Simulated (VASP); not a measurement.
TiO2: single point with r2SCAN+U

The system is TiO2.

```
Ti O
1.0
     2.61764   -2.61765   -0.01915
     2.61764    2.61765   -0.01915
    -2.58234    0.00000    4.60760
Ti O
2 4
Direct
  0.12499 0.87501 0.25000
  0.87501 0.12499 0.75000
  0.33113 0.08113 0.66227
  0.66887 0.91887 0.33773
  0.91887 0.66887 0.83773
  0.08113 0.33113 0.16227
```

This cell differs from its parent crystal: strain -0.025 along x and y, -0.050 along z.

```json
{"Program": "VASP 6.6.1", "Task": "single point", "Functional": "r2SCAN", "Potentials or basis": "VASP PAW PBE potentials, release 64 (Ti_sv, O)", "Cutoff": "520 eV", "k mesh": "6 × 6 × 6", "Occupations": "gaussian, width 0.05 eV", "Spin": "no spin polarisation", "Hubbard terms": "Ti d U = 4.0 eV"}
```

```json
{"Pressure": "35.5 GPa", "Largest force": "1.512 eV/Å", "Band gap on the k mesh": "3.54 eV (least direct gap 3.82 eV)"}
```

Forces in eV/Å, atoms in the order of the input:
```
Ti   0.000 -0.007  0.000
Ti   0.000  0.007  0.000
O    0.011  0.002  1.512
O   -0.011 -0.002 -1.512
O   -0.011  0.002 -1.512
O    0.011 -0.002  1.512
```

Stress tensor (GPa, compression positive):
```
31.19  0.00  0.05
 0.00 31.20  0.00
 0.05  0.00 44.15
```

Levels at points of the mesh, in eV from the valence-band top:
| k point | band 20 | band 21 | band 22 | band 23 | band 24 | band 25 | band 26 | band 27 | band 28 | band 29 |
| --- | --- | --- | --- | --- | --- | --- | --- | --- | --- | --- |
| (0.00, 0.00, 0.00) | -0.70 | -0.52 | -0.52 | -0.47 | -0.47 | 3.54 | 4.52 | 5.67 | 5.67 | 5.70 |
| (0.50, 0.00, 0.00) | -2.03 | -1.98 | -1.02 | -0.62 | -0.58 | 4.78 | 5.08 | 5.16 | 5.30 | 5.95 |
| (0.50, 0.50, 0.00) | -2.79 | -2.04 | -2.04 | 0.00 | 0.00 | 4.96 | 4.96 | 5.41 | 5.41 | 6.63 |
| (0.00, 0.00, 0.50) | -1.40 | -1.18 | -1.18 | 0.00 | 0.00 | 4.01 | 4.01 | 5.53 | 5.53 | 5.87 |
| (0.50, 0.00, 0.50) | -2.03 | -1.98 | -1.02 | -0.62 | -0.58 | 4.78 | 5.07 | 5.16 | 5.30 | 5.96 |
| (0.50, 0.50, 0.50) | -2.79 | -2.04 | -2.04 | 0.00 | 0.00 | 4.96 | 4.96 | 5.41 | 5.41 | 6.63 |

Eigenvalues of the final occupation matrices:
| site | spin | trace | eigenvalues |
| --- | --- | --- | --- |
| site 1 d | 1 | 0.85 | 0.10 0.11 0.11 0.26 0.28 |
| site 1 d | 2 | 0.85 | 0.10 0.11 0.11 0.26 0.28 |
| site 2 d | 1 | 0.85 | 0.10 0.11 0.11 0.26 0.28 |
| site 2 d | 2 | 0.85 | 0.10 0.11 0.11 0.26 0.28 |

It took 12 min on 1 thread of Oxide Virtual Turin-like Processor, with other jobs on the host, peak memory 0.22 GiB.

Caveat: the cell differs from its parent crystal (strain -0.025 along x and y, -0.050 along z); the stress differs along the axes, from 31 to 44 GPa; the PAW data sets were made with another functional, which shifts forces and pressure a little. A k mesh can miss the band edges.
